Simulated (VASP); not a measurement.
# Sr (P6/mmm) in VASP: single point with PBEsol

Aim: the single point of Sr with PBEsol.

Everything below comes from runs of VASP 6.6.1. Logs are shortened: lines on timing, memory, paths and dates and some standing lists are left out, and cuts for length are marked.

**1. The cell of the first run**

The structure is hexagonal, space group P6/mmm (No. 191). The conventional cell has a = 11.867 Å, b = 11.867 Å, c = 4.421 Å, α = 90.00°, β = 90.00°, γ = 120.00°. Within 5.8 Å of Sr (site symmetry 6/mmm) lie 2 Sr at 4.42 Å.

This isn't the form of Sr at room conditions, which is fcc.

**2. Single point, PBEsol (strain +0.080 along x and y, +0.000 along z)**

File INCAR:

```
SYSTEM = Sr
PREC = Accurate ; ENCUT = 500
EDIFF = 1E-6 ; ISMEAR = 0
SIGMA = 0.03 ; LREAL = .False.
LASPH = .True. ; NELM = 120
ALGO = Normal ; ISIF = 2
LWAVE = .False. ; LCHARG = .True.
GGA = PS ; LELF = .True.
LVHAR = .True. ; NBANDS = 11
GGA_COMPAT = .False.
```

File KPOINTS:

```
regular mesh
0
Gamma
  6 6 8
  0 0 0
```

File POSCAR:

```
Sr
1.0
   11.8666403630      0.0000000000      0.0000000000
   -5.9333201815     10.2768120120      0.0000000000
    0.0000000000      0.0000000000      4.4211119100
Sr
1
Direct
    0.0000000000      0.0000000000      0.0000000000
```

Potentials or basis: VASP PAW PBE potentials, release 64 (Sr_sv).

The run is started by

```bash
$ cat potpaw_PBE.64/Sr_sv/POTCAR > POTCAR
$ mpirun -np 1 vasp_std > vasp.out
```

OUTCAR:

```text
SYSTEM = Sr
   PREC = Accurate
   ENCUT = 500
   EDIFF = 1E-6
   ISMEAR = 0
   LREAL = .False.
   LASPH = .True.
   NELM = 120
   ISIF = 2
   GGA = PS

 ion  position               nearest neighbor table
   1  0.000  0.000  0.000-

  LATTYP: Found a hexagonal cell.
 ALAT       =    11.8666403630
 C/A-ratio  =     0.3725664362

  Lattice vectors:

 A1 = (  11.8666403630,   0.0000000000,   0.0000000000)
 A2 = (  -5.9333201815,  10.2768120120,   0.0000000000)
 A3 = (   0.0000000000,   0.0000000000,   4.4211119100)

Analysis of symmetry for initial positions (statically):
=====================================================================
 Subroutine PRICEL returns:
 Original cell was already a primitive cell.

 Routine SETGRP: Setting up the symmetry group for a
 hexagonal supercell.

 Subroutine GETGRP returns: Found 24 space group operations
 (whereof 24 operations were pure point group operations)
 out of a pool of 24 trial point group operations.

The static configuration has the point symmetry D_6h.

Analysis of symmetry for dynamics (positions and initial velocities):
=====================================================================
 Subroutine PRICEL returns:
 Original cell was already a primitive cell.

 Routine SETGRP: Setting up the symmetry group for a
 hexagonal supercell.

 Subroutine GETGRP returns: Found 24 space group operations
 (whereof 24 operations were pure point group operations)
 out of a pool of 24 trial point group operations.

The dynamic configuration has the point symmetry D_6h.

 Subroutine INISYM returns: Found 24 space group operations
 (whereof 24 operations are pure point group operations),
 and found     1 'primitive' translations

----------------------------------------------------------------------------------------

                                     Primitive cell

  volume of cell :     539.1600

  direct lattice vectors                    reciprocal lattice vectors
    11.866640363  0.000000000  0.000000000     0.084269850  0.048653220  0.000000000
    -5.933320182 10.276812012  0.000000000     0.000000000  0.097306441  0.000000000
     0.000000000  0.000000000  4.421111910     0.000000000  0.000000000  0.226187443

  length of vectors
    11.866640363 11.866640363  4.421111910     0.097306441  0.097306441  0.226187443

  position of ions in fractional coordinates (direct lattice)
     0.000000000  0.000000000  0.000000000

  ion indices of the primitive-cell ions
   primitive index   ion index
                 1           1

----------------------------------------------------------------------------------------

 KPOINTS: regular mesh

Automatic generation of k-mesh.
 Grid dimensions read from file:
 generate k-points for:    6    6    8

 Generating k-lattice:

  Cartesian coordinates                     Fractional coordinates (reciprocal lattice)
     0.014044975  0.008108870  0.000000000     0.166666667  0.000000000  0.000000000
     0.000000000  0.016217740  0.000000000     0.000000000  0.166666667  0.000000000
     0.000000000  0.000000000  0.028273430     0.000000000  0.000000000  0.125000000

  Length of vectors
     0.016217740  0.016217740  0.028273430

  Shift w.r.t. Gamma in fractional coordinates (k-lattice)
     0.000000000  0.000000000  0.000000000

 Subroutine IBZKPT returns following result:
 ===========================================

 Found     35 irreducible k-points:

 Following reciprocal coordinates:
            Coordinates               Weight
  0.000000  0.000000  0.000000      1.000000
  0.166667  0.000000  0.000000      6.000000
  0.333333 -0.000000  0.000000      6.000000
  0.500000 -0.000000  0.000000      3.000000
  0.166667  0.166667  0.000000      6.000000
  0.333333  0.166667  0.000000     12.000000
[... 16 lines left out ...]
  0.166667  0.000000  0.375000     12.000000
  0.333333 -0.000000  0.375000     12.000000
 [... further k-points ...]
   k-points           NKPTS =     35   k-points in BZ     NKDIM =     35   number of bands    NBANDS=     11
   number of dos      NEDOS =    301   number of ions     NIONS =      1
   total plane-waves  NPLWV = 259200
   dimension x,y,z NGX =    90 NGY =   90 NGZ =   32
   dimension x,y,z NGXF=   180 NGYF=  180 NGZF=   64
   ions per type =               1
   NGX,Y,Z   is equivalent  to a cutoff of  12.61, 12.61, 12.03 a.u.
   NGXF,Y,Z  is equivalent  to a cutoff of  25.22, 25.22, 24.07 a.u.
 SYSTEM =  Sr
   PREC   = accura    normal or accurate (medium, high low for compatibility)
   ISTART =      0    job   : 0-new  1-cont  2-samecut
   ICHARG =      2    charge: 1-file 2-atom 10-const
   ISPIN  =      1    spin polarized calculation?
   LNONCOLLINEAR =      F non collinear calculations
   LSORBIT =      F    spin-orbit coupling
   LASPH  =      T    aspherical Exc in radial PAW
   ENCUT  =  500.0 eV  36.75 Ry    6.06 a.u.  21.64 21.64  8.06*2*pi/ulx,y,z
   NELM   =    120;   NELMIN=  2; NELMDL= -5     # of ELM steps
   EDIFF  = 0.1E-05   stopping-criterion for ELM
   LREAL  =      F    real-space projection
   EDIFFG = 0.1E-04   stopping-criterion for IOM
   NSW    =      0    number of steps for IOM
   IBRION =     -1    ionic relax: 0-MD 1-quasi-New 2-CG
   NFREE  =      0    steps in history (QN), initial steepest desc. (CG)
   ISIF   =      2    stress and relaxation
   ISYM   =      2    0-nonsym 1-usesym 2-fastsym
   POTIM  = 0.5000    time-step for ionic-motion
   TEBEG  =    0.0;   TEEND  =   0.0 temperature during run
   PSTRESS=    0.0 pullay stress
   NELECT =      10.0000    total number of electrons
   NUPDOWN=      -1.0000    fix difference up-down
   EMIN   =  10.00;   EMAX   =-10.00  energy-range for DOS
   EFERMI =   0.00;   METHOD = LEGACY
   ISMEAR =     0;   SIGMA  =   0.03  broadening in eV -4-tet -1-fermi 0-gaus
   EFERMI_NEDOS =   21; number of points for ismear=-14 and -15
   IALGO  =     38    algorithm
   IMIX   =      4    mixing-type and parameters
     AMIX     =   0.40;   BMIX     =  1.00
     AMIX_MAG =   1.60;   BMIX_MAG =  1.00
  volume/ion in A,a.u.               =     539.16      3638.43
  Fermi-wavevector in a.u.,A,eV,Ry     =   0.433347  0.818907  2.555031  0.187789
  Thomas-Fermi vector in A             =   1.403692
   LORBIT       =      0    0 simple, 1 ext, 2 COOP (PROOUT), +10 PAW based schemes
   GGA     = PS    functional components
   LHFCALC =     F    Hartree Fock is set to
   AEXX    =    0.0000 exact exchange contribution
   IVDW    =     0    specifies the selected vdW correction
   LEPSILON=     F    determine dielectric tensor
   LRPA    =     F    only Hartree local field effects (RPA)
 non-spin polarized calculation
 Gauss-broadening in eV      SIGMA  =   0.03
  energy-cutoff  :      500.00
  volume of cell :      539.16
 maximum number of plane-waves:     13740
 NGX is ok and might be reduce to    90
   NGX = 43   NGY = 43   NGZ = 17

 number of electron      10.0000000 magnetization

 Free energy of the ion-electron system (eV)
  ---------------------------------------------------
  ext. energy  EPLUGINS =         0.00000000
  ---------------------------------------------------
  free energy    TOTEN  =        -0.30146707 eV

  energy without entropy =       -0.30146707  energy(sigma->0) =       -0.30146707

 E-fermi :  -1.5919     XC(G=0):  -1.9171

 val. band max:       -1.7735193502   @ k =   0.3333   0.3333   0.5000
 cond. band min:      -1.4425348250   @ k =   0.0000   0.0000   0.5000
 fundamental gap:      0.3309845252
 Fermi energy:        -1.5919076910

 k-point     1 :       0.0000    0.0000    0.0000
  band No.  band energies     occupation
      1     -39.9582      2.00000
      2     -21.9433      2.00000
      3     -21.9433      2.00000
      4     -21.7968      2.00000
      5      -3.8212      2.00000
      6      -1.1928      0.00000
      7      -1.1928      0.00000
      8      -1.1743      0.00000
      9      -0.7988      0.00000
     10      -0.7988      0.00000
     11       0.3132      0.00000

 k-point     2 :       0.1667    0.0000    0.0000
  band No.  band energies     occupation
      1     -39.9582      2.00000
      2     -21.9433      2.00000
      3     -21.9433      2.00000
      4     -21.7968      2.00000
      5      -3.8204      2.00000
      6      -1.2299      0.00000
      7      -1.1987      0.00000
      8      -1.1530      0.00000
      9      -0.8000      0.00000
     10      -0.7913      0.00000
     11       0.3823      0.00000

 k-point     3 :       0.3333   -0.0000    0.0000
  band No.  band energies     occupation
      1     -39.9582      2.00000
      2     -21.9433      2.00000
      3     -21.9433      2.00000
      4     -21.7968      2.00000
      5      -3.8190      2.00000
      6      -1.2725      0.00000
      7      -1.2100      0.00000
      8      -1.1405      0.00000
      9      -0.8030      0.00000
     10      -0.7769      0.00000
     11       0.5515      0.00000

 k-point     4 :       0.5000   -0.0000    0.0000
  band No.  band energies     occupation
      1     -39.9582      2.00000
      2     -21.9433      2.00000
      3     -21.9433      2.00000
      4     -21.7968      2.00000
      5      -3.8183      2.00000
      6      -1.2901      0.00000
      7      -1.2154      0.00000
      8      -1.1373      0.00000
      9      -0.8046      0.00000
     10      -0.7700      0.00000
     11       0.5229      0.00000
[... 239 lines left out ...]
 k-point    22 :       0.0000    0.0000    0.3750
  band No.  band energies     occupation
      1     -39.9559      2.00000
      2     -21.9382      2.00000
      3     -21.9382      2.00000
      4     -21.8530      2.00000
      5      -2.4562      2.00000
      6      -1.2339      0.00000
      7      -1.2339      0.00000
      8      -0.9446      0.00000
      9      -0.3625      0.00000
     10      -0.3625      0.00000
     11       0.4764      0.00000

 k-point    23 :       0.1667    0.0000    0.3750
  band No.  band energies     occupation
      1     -39.9559      2.00000
      2     -21.9382      2.00000
      3     -21.9382      2.00000
      4     -21.8530      2.00000
      5      -2.4550      2.00000
      6      -1.2365      0.00000
      7      -1.2345      0.00000
      8      -0.9437      0.00000
      9      -0.3629      0.00000
     10      -0.3602      0.00000
     11       0.4352      0.00000

 k-point    24 :       0.3333   -0.0000    0.3750
  band No.  band energies     occupation
      1     -39.9559      2.00000
      2     -21.9382      2.00000
      3     -21.9382      2.00000
      4     -21.8530      2.00000
      5      -2.4526      2.00000
      6      -1.2418      0.00000
      7      -1.2358      0.00000
      8      -0.9420      0.00000
      9      -0.3635      0.00000
     10      -0.3556      0.00000
     11       0.3688      0.00000

 [... further k-points ...]

------------------------ aborting loop because EDIFF is reached ----------------------------------------

  FORCE on cell =-STRESS in cart. coord.  units (eV):
  Direction    XX          YY          ZZ          XY          YZ          ZX
  --------------------------------------------------------------------------------------
  -------------------------------------------------------------------------------------
  Total       -0.0044892     -0.0044892      0.1738692      0.0000000      0.0000000      0.0000000
  in kB       -0.0133402     -0.0133402      0.5166727      0.0000000      0.0000000      0.0000000
  external PRESSURE =       0.1633308 kB  Pullay stress =       0.0000000 kB

 VOLUME and BASIS-vectors are now :
 -----------------------------------------------------------------------------
  energy-cutoff  :      500.00
  volume of cell :      539.16
      direct lattice vectors                 reciprocal lattice vectors
    11.866640363  0.000000000  0.000000000     0.084269850  0.048653220  0.000000000
    -5.933320182 10.276812012  0.000000000     0.000000000  0.097306441  0.000000000
     0.000000000  0.000000000  4.421111910     0.000000000  0.000000000  0.226187443

 POSITION                                       TOTAL-FORCE (eV/Angst)
 -----------------------------------------------------------------------------------
      0.00000      0.00000      0.00000         0.000000      0.000000      0.000000
 -----------------------------------------------------------------------------------
    total drift:                                0.000000      0.000000      0.000000

  FREE ENERGIE OF THE ION-ELECTRON SYSTEM (eV)
  ---------------------------------------------------
  free  energy   TOTEN  =        -0.3014670698 eV

  energy  without entropy=       -0.3014670698  energy(sigma->0) =       -0.30146707
```

It took 3 min on 1 thread of Intel Xeon Platinum 8375C at 2.90GHz (Ice Lake), shared host; peak memory 0.66 GiB.

What came out:

| Property | Result |
| --- | --- |
| Free energy | -0.3015 eV |
| Pressure | 0.0 GPa |
| Band gap on the k mesh | 0.33 eV |

Levels at points of the mesh, in eV from the valence-band top:
| k point | band 3 | band 4 | band 5 | band 6 | band 7 | band 8 |
| --- | --- | --- | --- | --- | --- | --- |
| (0.00, 0.00, 0.00) | -20.17 | -20.02 | -2.05 | 0.58 | 0.58 | 0.60 |
| (0.50, 0.00, 0.00) | -20.17 | -20.02 | -2.04 | 0.48 | 0.56 | 0.64 |
| (0.00, 0.00, 0.50) | -20.16 | -20.09 | -0.01 | 0.33 | 0.51 | 0.51 |
| (0.50, 0.00, 0.50) | -20.16 | -20.09 | 0.00 | 0.34 | 0.50 | 0.51 |

Caveat: the cell differs from its parent crystal (strain +0.080 along x and y, +0.000 along z); the PAW data sets were made with another functional, which shifts forces and pressure a little.
